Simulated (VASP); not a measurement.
# Rb (Pm-3m) in VASP: further runs, part 2 of 2

VASP 6.6.1.

## (5) Single point, LDA (71.16 Å³/atom)

This run uses another cell than the first one, of 71.16 Å³/atom.

The input, INCAR:

```
  PREC = Accurate
  ENCUT = 520
  EDIFF = 1E-6
  ISMEAR = -1
  SIGMA = 0.05
  LREAL = F
  LASPH = T
  NELM = 80
  ALGO = Normal
  ISIF = 2
  LWAVE = F
  LCHARG = T
  GGA = CA
  LELF = T
  LVHAR = T
  NBANDS = 10
```

The input, KPOINTS:

```
Automatic mesh
0
Gamma
  10 10 10
```

The input, POSCAR:

```
Rb
1.0
    4.1438307329      0.0000000000      0.0000000000
    0.0000000000      4.1438307329      0.0000000000
    0.0000000000      0.0000000000      4.1438307329
Rb
1
Direct
    0.0000000000      0.0000000000      0.0000000000
```

Potentials or basis: VASP PAW LDA potentials, release 64 (Rb_sv).

The run is started by

```sh
cat potpaw_LDA.64/Rb_sv/POTCAR > POTCAR
mpirun -np 1 vasp_std > vasp.out
```

OUTCAR:

```text
PREC = Accurate
   ENCUT = 520
   EDIFF = 1E-6
   ISMEAR = -1
   LREAL = F
   LASPH = T
   NELM = 80
   ISIF = 2
   GGA = CA

 ion  position               nearest neighbor table
   1  0.000  0.000  0.000-

  LATTYP: Found a simple cubic cell.
 ALAT       =     4.1438307329

  Lattice vectors:

 A1 = (   4.1438307329,   0.0000000000,   0.0000000000)
 A2 = (   0.0000000000,   4.1438307329,   0.0000000000)
 A3 = (   0.0000000000,   0.0000000000,   4.1438307329)

Analysis of symmetry for initial positions (statically):
=====================================================================
 Subroutine PRICEL returns:
 Original cell was already a primitive cell.

 Routine SETGRP: Setting up the symmetry group for a
 simple cubic supercell.

 Subroutine GETGRP returns: Found 48 space group operations
 (whereof 48 operations were pure point group operations)
 out of a pool of 48 trial point group operations.

The static configuration has the point symmetry O_h .

Analysis of symmetry for dynamics (positions and initial velocities):
=====================================================================
 Subroutine PRICEL returns:
 Original cell was already a primitive cell.

 Routine SETGRP: Setting up the symmetry group for a
 simple cubic supercell.

 Subroutine GETGRP returns: Found 48 space group operations
 (whereof 48 operations were pure point group operations)
 out of a pool of 48 trial point group operations.

The dynamic configuration has the point symmetry O_h .

 Subroutine INISYM returns: Found 48 space group operations
 (whereof 48 operations are pure point group operations),
 and found     1 'primitive' translations

----------------------------------------------------------------------------------------

                                     Primitive cell

  volume of cell :      71.1551

  direct lattice vectors                    reciprocal lattice vectors
[... 109 lines left out ...]
   LORBIT       =      0    0 simple, 1 ext, 2 COOP (PROOUT), +10 PAW based schemes
   GGA     = CA    functional components
   LHFCALC =     F    Hartree Fock is set to
   AEXX    =    0.0000 exact exchange contribution
   IVDW    =     0    specifies the selected vdW correction
   LEPSILON=     F    determine dielectric tensor
   LRPA    =     F    only Hartree local field effects (RPA)
 non-spin polarized calculation
  energy-cutoff  :      520.00
  volume of cell :       71.16
 maximum number of plane-waves:      1936
 NGX is ok and might be reduce to    32
   NGX = 15   NGY = 15   NGZ = 15

 number of electron       9.0000000 magnetization

 Free energy of the ion-electron system (eV)
  ---------------------------------------------------
  ext. energy  EPLUGINS =         0.00000000
  ---------------------------------------------------
  free energy    TOTEN  =        -0.94186377 eV

  energy without entropy =       -0.93525945  energy(sigma->0) =       -0.93856161

 E-fermi :   0.4557     XC(G=0):  -6.3305

 val. band max:        0.3445184320   @ k =   0.5000   0.1000   0.0000
 cond. band min:       0.4685619919   @ k =   0.4000   0.2000   0.2000
 fundamental gap:      0.1240435600
 Fermi energy:         0.4557352057

 k-point     1 :       0.0000    0.0000    0.0000
  band No.  band energies     occupation
      1     -28.4720      2.00000
      2     -12.4857      2.00000
      3     -12.4857      2.00000
      4     -12.4857      2.00000
      5      -1.9000      2.00000
      6       2.5939      0.00000
      7       2.5939      0.00000
      8       7.0796      0.00000
      9       7.0798      0.00000
     10       7.0803      0.00000
[... 287 lines left out ...]
 k-point    24 :       0.3000    0.1000    0.1000
  band No.  band energies     occupation
      1     -28.4564      2.00000
      2     -12.7007      2.00000
      3     -12.4972      2.00000
      4     -12.4933      2.00000
      5      -0.6994      2.00000
      6       2.2498      0.00000
      7       3.0688      0.00000
      8       4.8911      0.00000
      9       4.9217      0.00000
     10       6.4772      0.00000

 [... further k-points ...]

------------------------ aborting loop because EDIFF is reached ----------------------------------------

  FORCE on cell =-STRESS in cart. coord.  units (eV):
  Direction    XX          YY          ZZ          XY          YZ          ZX
  --------------------------------------------------------------------------------------
  -------------------------------------------------------------------------------------
  Total        0.2937843      0.2937843      0.2937843      0.0000000      0.0000000     -0.0000000
  in kB        6.6150497      6.6150497      6.6150497      0.0000000      0.0000000     -0.0000000
  external PRESSURE =       6.6150497 kB  Pullay stress =       0.0000000 kB

 VOLUME and BASIS-vectors are now :
 -----------------------------------------------------------------------------
  energy-cutoff  :      520.00
  volume of cell :       71.16
      direct lattice vectors                 reciprocal lattice vectors
     4.143830733  0.000000000  0.000000000     0.241322598  0.000000000  0.000000000
     0.000000000  4.143830733  0.000000000     0.000000000  0.241322598  0.000000000
     0.000000000  0.000000000  4.143830733     0.000000000  0.000000000  0.241322598

 POSITION                                       TOTAL-FORCE (eV/Angst)
 -----------------------------------------------------------------------------------
      0.00000      0.00000      0.00000         0.000000      0.000000      0.000000
 -----------------------------------------------------------------------------------
    total drift:                                0.000000     -0.000000      0.000000

  FREE ENERGIE OF THE ION-ELECTRON SYSTEM (eV)
  ---------------------------------------------------
  free  energy   TOTEN  =        -0.9418637650 eV

  energy  without entropy=       -0.9352594531  energy(sigma->0) =       -0.93856161
```

stdout:

```text
POSCAR found type information on POSCAR Rb
 POSCAR found :  1 types and       1 ions
 scaLAPACK will be used
 LDA part: xc-table for (Slater(with rela. corr.)+CA(PZ))
 , standard interpolation
 POSCAR, INCAR and KPOINTS ok, starting setup
 FFT: planning ... GRIDC
 FFT: planning ... GRID_SOFT
 FFT: planning ... GRID
 WAVECAR not read
 entering main loop
```

Wall time 7.2 s (1 thread of Intel Xeon 6975P-C (Granite Rapids), shared host); peak memory 0.17 GiB.

What came out:

```
Free energy            : -0.9419 eV
Pressure               : 0.7 GPa
Band gap on the k mesh : zero (an odd number of electrons rules out a gap without spin polarisation)
```

## (6) The runs side by side

| cell | gap on the mesh (eV) | pressure (GPa) |
| --- | --- | --- |
| a = 3.789 Å, 1 atom | none | 2.7 |
| a = 3.975 Å, 1 atom | none | 1.5 |
| a = 4.144 Å, 1 atom | none | 0.7 |

Alike in all rows: task single point; level LDA; potentials or basis VASP PAW LDA potentials, release 64 (Rb_sv); no spin polarisation; k mesh 10 × 10 × 10; cutoff (eV) 520; smearing fermi-dirac 0.05 eV.

Total energies depend on the potentials used, so only differences within one code and one set of settings carry meaning.

The gap in the log of VASP goes by the Fermi energy; the results here count the filled bands.